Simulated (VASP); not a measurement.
A run of VASP 6.6.1 is set up as follows.

INCAR

```
SYSTEM = NiS
  ALGO = Normal
  EDIFF = 1E-7
  ENCUT = 520
  GGA = CA
  ISIF = 2
  ISMEAR = 0
  LASPH = .TRUE.
  LCHARG = .FALSE.
  LREAL = .FALSE.
  LWAVE = .FALSE.
  NBANDS = 24
  NELM = 100
  PREC = Accurate
  SIGMA = 0.1
```

The input KPOINTS:

```
k-points
0
G
  15 15 8
  0 0 0
```

The input POSCAR:

```
NiS
1.0
    3.3818378850      0.0000000000      0.0000000000
   -1.6909189425      2.9287575199      0.0000000000
    0.0000000000      0.0000000000      5.0039842192
Ni S
2 2
Direct
    0.0000000000      0.0000000000      0.0125000000
    0.0000000000      0.0000000000      0.5125000000
    0.3333333333      0.6666666667      0.2625000000
    0.6666666667      0.3333333333      0.7625000000
```

Potentials or basis: VASP PAW LDA potentials, release 64 (Ni, S).

Command:

```console
$ cat potpaw_LDA.64/Ni/POTCAR potpaw_LDA.64/S/POTCAR > POTCAR
$ mpirun -np 1 vasp_std > vasp.out
```

(1) Predict the band gap on the k mesh.

(2) Estimate the pressure.

## Answers

(1) zero (bands 16 and 17 overlap by 0.93 eV).

(2) 0.1 GPa.

Caveat: the run has no spin polarisation, though such a crystal can be magnetic.
